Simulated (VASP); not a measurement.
# Al (Fm-3m) in VASP: notebook

The runs below take Al through single point, with PBE.

All numbers are computed with VASP 6.6.1; they aren't measurements. Logs are shortened: lines on timing, memory, paths and dates and some standing lists are left out, and cuts for length are marked.

### Step 1. The cell of the first run

Symmetry: Fm-3m, No. 225, cubic system. Conventional cell: a = 3.965 Å, b = 3.965 Å, c = 3.965 Å, α = 90.00°, β = 90.00°, γ = 90.00°. Within 3.7 Å of Al (site symmetry m-3m) lie 12 Al at 2.80 Å.

### Step 2. Single point, PBE (volume scaled by 0.94)

INCAR reads:

```
SYSTEM = Al
PREC = Accurate
ENCUT = 520
EDIFF = 1E-6
ISMEAR = -1
SIGMA = 0.05
LREAL = .False.
LASPH = .True.
NELM = 80
ALGO = Normal
ISIF = 2
LWAVE = .False.
LCHARG = .False.
GGA = PE
NBANDS = 8
```

KPOINTS reads:

```
regular mesh
0
Gamma
  14 14 14
  0 0 0
```

POSCAR reads:

```
Al
1.0
    0.0000000000      1.9826626923      1.9826626923
    1.9826626923      0.0000000000      1.9826626923
    1.9826626923      1.9826626923      0.0000000000
Al
1
Direct
    0.0000000000      0.0000000000      0.0000000000
```

Potentials or basis: VASP PAW PBE potentials, release 64 (Al).

Command:

```bash
$ cat potpaw_PBE.64/Al/POTCAR > POTCAR
$ mpirun -np 1 vasp_std > vasp.out
```

OUTCAR:

```text
SYSTEM = Al
   PREC = Accurate
   ENCUT = 520
   EDIFF = 1E-6
   ISMEAR = -1
   LREAL = .False.
   LASPH = .True.
   NELM = 80
   ISIF = 2
   GGA = PE

 ion  position               nearest neighbor table
   1  0.000  0.000  0.000-

  LATTYP: Found a face centered cubic cell.
 ALAT       =     3.9653253846

  Lattice vectors:

 A1 = (   0.0000000000,   1.9826626923,   1.9826626923)
 A2 = (   1.9826626923,   0.0000000000,   1.9826626923)
 A3 = (   1.9826626923,   1.9826626923,   0.0000000000)

Analysis of symmetry for initial positions (statically):
=====================================================================
 Subroutine PRICEL returns:
 Original cell was already a primitive cell.

 Routine SETGRP: Setting up the symmetry group for a
 face centered cubic supercell.

 Subroutine GETGRP returns: Found 48 space group operations
 (whereof 48 operations were pure point group operations)
 out of a pool of 48 trial point group operations.

The static configuration has the point symmetry O_h .

Analysis of symmetry for dynamics (positions and initial velocities):
=====================================================================
 Subroutine PRICEL returns:
 Original cell was already a primitive cell.

 Routine SETGRP: Setting up the symmetry group for a
 face centered cubic supercell.

 Subroutine GETGRP returns: Found 48 space group operations
 (whereof 48 operations were pure point group operations)
 out of a pool of 48 trial point group operations.

The dynamic configuration has the point symmetry O_h .

 Subroutine INISYM returns: Found 48 space group operations
 (whereof 48 operations are pure point group operations),
 and found     1 'primitive' translations

----------------------------------------------------------------------------------------

                                     Primitive cell

  volume of cell :      15.5875

  direct lattice vectors                    reciprocal lattice vectors
     0.000000000  1.982662692  1.982662692    -0.252186114  0.252186114  0.252186114
     1.982662692  0.000000000  1.982662692     0.252186114 -0.252186114  0.252186114
     1.982662692  1.982662692  0.000000000     0.252186114  0.252186114 -0.252186114

  length of vectors
     2.803908469  2.803908469  2.803908469     0.436799163  0.436799163  0.436799163

  position of ions in fractional coordinates (direct lattice)
     0.000000000  0.000000000  0.000000000

  ion indices of the primitive-cell ions
   primitive index   ion index
                 1           1

----------------------------------------------------------------------------------------

 KPOINTS: regular mesh

Automatic generation of k-mesh.
 Grid dimensions read from file:
 generate k-points for:   14   14   14

 Generating k-lattice:

  Cartesian coordinates                     Fractional coordinates (reciprocal lattice)
    -0.018013294  0.018013294  0.018013294     0.071428571  0.000000000  0.000000000
     0.018013294 -0.018013294  0.018013294     0.000000000  0.071428571  0.000000000
     0.018013294  0.018013294 -0.018013294     0.000000000  0.000000000  0.071428571

  Length of vectors
     0.031199940  0.031199940  0.031199940

  Shift w.r.t. Gamma in fractional coordinates (k-lattice)
     0.000000000  0.000000000  0.000000000

 Subroutine IBZKPT returns following result:
 ===========================================

 Found    104 irreducible k-points:

 Following reciprocal coordinates:
            Coordinates               Weight
  0.000000  0.000000  0.000000      1.000000
  0.071429  0.000000  0.000000      8.000000
  0.142857  0.000000  0.000000      8.000000
  0.214286  0.000000  0.000000      8.000000
  0.285714  0.000000  0.000000      8.000000
  0.357143  0.000000  0.000000      8.000000
[... 16 lines left out ...]
  0.214286  0.142857  0.000000     24.000000
  0.285714  0.142857  0.000000     24.000000
 [... further k-points ...]
   k-points           NKPTS =    104   k-points in BZ     NKDIM =    104   number of bands    NBANDS=      8
   number of dos      NEDOS =    301   number of ions     NIONS =      1
   total plane-waves  NPLWV =  13824
   dimension x,y,z NGX =    24 NGY =   24 NGZ =   24
   dimension x,y,z NGXF=    48 NGYF=   48 NGZF=   48
   ions per type =               1
   NGX,Y,Z   is equivalent  to a cutoff of  14.23, 14.23, 14.23 a.u.
   NGXF,Y,Z  is equivalent  to a cutoff of  28.46, 28.46, 28.46 a.u.
 SYSTEM =  Al
   PREC   = accura    normal or accurate (medium, high low for compatibility)
   ISTART =      0    job   : 0-new  1-cont  2-samecut
   ICHARG =      2    charge: 1-file 2-atom 10-const
   ISPIN  =      1    spin polarized calculation?
   LNONCOLLINEAR =      F non collinear calculations
   LSORBIT =      F    spin-orbit coupling
   LASPH  =      T    aspherical Exc in radial PAW
   ENCUT  =  520.0 eV  38.22 Ry    6.18 a.u.   5.21  5.21  5.21*2*pi/ulx,y,z
   NELM   =     80;   NELMIN=  2; NELMDL= -5     # of ELM steps
   EDIFF  = 0.1E-05   stopping-criterion for ELM
   LREAL  =      F    real-space projection
   EDIFFG = 0.1E-04   stopping-criterion for IOM
   NSW    =      0    number of steps for IOM
   IBRION =     -1    ionic relax: 0-MD 1-quasi-New 2-CG
   NFREE  =      0    steps in history (QN), initial steepest desc. (CG)
   ISIF   =      2    stress and relaxation
   ISYM   =      2    0-nonsym 1-usesym 2-fastsym
   POTIM  = 0.5000    time-step for ionic-motion
   TEBEG  =    0.0;   TEEND  =   0.0 temperature during run
   PSTRESS=    0.0 pullay stress
   NELECT =       3.0000    total number of electrons
   NUPDOWN=      -1.0000    fix difference up-down
   EMIN   =  10.00;   EMAX   =-10.00  energy-range for DOS
   EFERMI =   0.00;   METHOD = LEGACY
   ISMEAR =    -1;   SIGMA  =   0.05  broadening in eV -4-tet -1-fermi 0-gaus
   EFERMI_NEDOS =   21; number of points for ismear=-14 and -15
   IALGO  =     38    algorithm
   IMIX   =      4    mixing-type and parameters
     AMIX     =   0.40;   BMIX     =  1.00
     AMIX_MAG =   1.60;   BMIX_MAG =  1.00
  volume/ion in A,a.u.               =      15.59       105.19
  Fermi-wavevector in a.u.,A,eV,Ry     =   0.945199  1.786166 12.155451  0.893400
  Thomas-Fermi vector in A             =   2.073077
   LORBIT       =      0    0 simple, 1 ext, 2 COOP (PROOUT), +10 PAW based schemes
   GGA     = PE    functional components
   LHFCALC =     F    Hartree Fock is set to
   AEXX    =    0.0000 exact exchange contribution
   IVDW    =     0    specifies the selected vdW correction
   LEPSILON=     F    determine dielectric tensor
   LRPA    =     F    only Hartree local field effects (RPA)
 non-spin polarized calculation
  energy-cutoff  :      520.00
  volume of cell :       15.59
 maximum number of plane-waves:       444
 NGX is ok and might be reduce to    24
   NGX = 11   NGY = 11   NGZ = 11

 number of electron       3.0000000 magnetization

 Free energy of the ion-electron system (eV)
  ---------------------------------------------------
  ext. energy  EPLUGINS =         0.00000000
  ---------------------------------------------------
  free energy    TOTEN  =        -3.72827014 eV

  energy without entropy =       -3.72452257  energy(sigma->0) =       -3.72639636

 E-fermi :   8.5742     XC(G=0): -10.4047

 val. band max:        8.5312157939   @ k =  -0.3571   0.4286   0.0714
 cond. band min:       8.5886270261   @ k =  -0.3571   0.3571   0.0000
 fundamental gap:      0.0574112322
 Fermi energy:         8.5741503961

 k-point     1 :       0.0000    0.0000    0.0000
  band No.  band energies     occupation
      1      -2.9273      2.00000
      2      21.5457      0.00000
      3      21.5457      0.00000
      4      21.5457      0.00000
      5      23.4787      0.00000
      6      23.4787      0.00000
      7      23.4787      0.00000
      8      25.4904      0.00000

 k-point     2 :       0.0714    0.0000    0.0000
  band No.  band energies     occupation
      1      -2.7833      2.00000
      2      19.4212      0.00000
      3      21.1488      0.00000
      4      21.1488      0.00000
      5      24.0057      0.00000
      6      24.1033      0.00000
      7      24.1033      0.00000
      8      26.9858      0.00000

 k-point     3 :       0.1429    0.0000    0.0000
  band No.  band energies     occupation
      1      -2.3522      2.00000
      2      16.4510      0.00000
      3      20.5429      0.00000
      4      20.5429      0.00000
      5      23.8570      0.00000
      6      25.2609      0.00000
      7      25.2609      0.00000
      8      26.5090      0.00000

 k-point     4 :       0.2143    0.0000    0.0000
  band No.  band energies     occupation
      1      -1.6368      2.00000
      2      13.5499      0.00000
      3      20.0817      0.00000
      4      20.0817      0.00000
      5      23.5974      0.00000
      6      24.6071      0.00000
      7      24.6071      0.00000
      8      27.2806      0.00000

 k-point     5 :       0.2857    0.0000    0.0000
  band No.  band energies     occupation
      1      -0.6417      2.00000
      2      10.8232      0.00000
      3      19.8311      0.00000
      4      19.8311      0.00000
      5      23.2720      0.00000
      6      23.2720      0.00000
      7      23.4501      0.00000
      8      27.4120      0.00000
[... 177 lines left out ...]
 k-point    22 :       0.1429    0.1429    0.0000
  band No.  band energies     occupation
      1      -2.1611      2.00000
      2      18.4924      0.00000
      3      18.4924      0.00000
      4      18.5174      0.00000
      5      21.9696      0.00000
      6      22.7815      0.00000
      7      27.6290      0.00000
      8      27.6290      0.00000

 k-point    23 :       0.2143    0.1429    0.0000
  band No.  band energies     occupation
      1      -1.6368      2.00000
      2      15.7878      0.00000
      3      17.8173      0.00000
      4      18.9922      0.00000
      5      20.9585      0.00000
      6      22.1578      0.00000
      7      28.1114      0.00000
      8      28.4372      0.00000

 k-point    24 :       0.2857    0.1429    0.0000
  band No.  band energies     occupation
      1      -0.8307      2.00000
      2      13.0252      0.00000
      3      17.3823      0.00000
      4      18.8097      0.00000
      5      19.4818      0.00000
      6      23.5003      0.00000
      7      27.4654      0.00000
      8      28.0889      0.00000

 [... further k-points ...]
[... 5 lines left out ...]
  --------------------------------------------------------------------------------------
  -------------------------------------------------------------------------------------
  Total        0.4560661      0.4560661      0.4560661     -0.0000000      0.0000000      0.0000000
  in kB       46.8772198     46.8772198     46.8772198     -0.0000000      0.0000000      0.0000000
  external PRESSURE =      46.8772198 kB  Pullay stress =       0.0000000 kB

 VOLUME and BASIS-vectors are now :
 -----------------------------------------------------------------------------
  energy-cutoff  :      520.00
  volume of cell :       15.59
      direct lattice vectors                 reciprocal lattice vectors
     0.000000000  1.982662692  1.982662692    -0.252186114  0.252186114  0.252186114
     1.982662692  0.000000000  1.982662692     0.252186114 -0.252186114  0.252186114
     1.982662692  1.982662692  0.000000000     0.252186114  0.252186114 -0.252186114

 POSITION                                       TOTAL-FORCE (eV/Angst)
 -----------------------------------------------------------------------------------
      0.00000      0.00000      0.00000         0.000000      0.000000      0.000000
 -----------------------------------------------------------------------------------
    total drift:                               -0.000000      0.000000      0.000000

  FREE ENERGIE OF THE ION-ELECTRON SYSTEM (eV)
  ---------------------------------------------------
  free  energy   TOTEN  =        -3.7282701365 eV

  energy  without entropy=       -3.7245225743  energy(sigma->0) =       -3.72639636
```

Wall time 7.8 s (1 thread of Intel Xeon 6975P-C, shared host); peak memory 0.14 GiB.

What came out:

| Property | Result |
| --- | --- |
| Free energy | -3.7283 eV |
| Pressure | 4.7 GPa |

Levels at points of the mesh, in eV from the Fermi level:
| k point | band 1 | band 2 | band 3 | band 4 |
| --- | --- | --- | --- | --- |
| (0.00, 0.00, 0.00) | -11.50 | 12.97 | 12.97 | 12.97 |
| (0.50, 0.00, 0.00) | -4.79 | -4.43 | 11.76 | 11.76 |
| (0.50, 0.50, 0.00) | -3.03 | -1.58 | 5.30 | 5.90 |

### Step 3. Single point, PBE (volume scaled by 0.98)

INCAR reads:

```
ALGO = Normal
EDIFF = 1E-7
ENCUT = 520
GGA = PE
ISIF = 2
ISMEAR = -1
LASPH = True
LCHARG = False
LREAL = False
LWAVE = False
NBANDS = 8
NELM = 100
PREC = Accurate
SIGMA = 0.05
```

KPOINTS reads:

```
k-points
0
Gamma
  14 14 14
```

POSCAR reads:

```
Al
1.0
    0.0000000000      2.0103958323      2.0103958323
    2.0103958323      0.0000000000      2.0103958323
    2.0103958323      2.0103958323      0.0000000000
Al
1
Direct
    0.0000000000      0.0000000000      0.0000000000
```

Potentials or basis: VASP PAW PBE potentials, release 64 (Al).

Command:

```bash
$ cat potpaw_PBE.64/Al/POTCAR > POTCAR
$ mpirun -np 1 vasp_std > vasp.out
```

Wall time 9 s (1 thread of Intel Xeon 6975P-C, shared host); peak memory 0.13 GiB.

It converged, with:

| Item | Value |
| --- | --- |
| Free energy | -3.7397 eV |
| Pressure | 0.9 GPa |

Levels at points of the mesh, in eV from the Fermi level:
```tsv
k point	band 1	band 2	band 3	band 4	band 5
(0.00, 0.00, 0.00)	-11.21	12.74	12.74	12.74	14.34
(0.50, 0.00, 0.00)	-4.62	-4.37	11.56	11.56	11.60
(0.50, 0.50, 0.00)	-2.93	-1.57	5.29	5.70	5.70
```
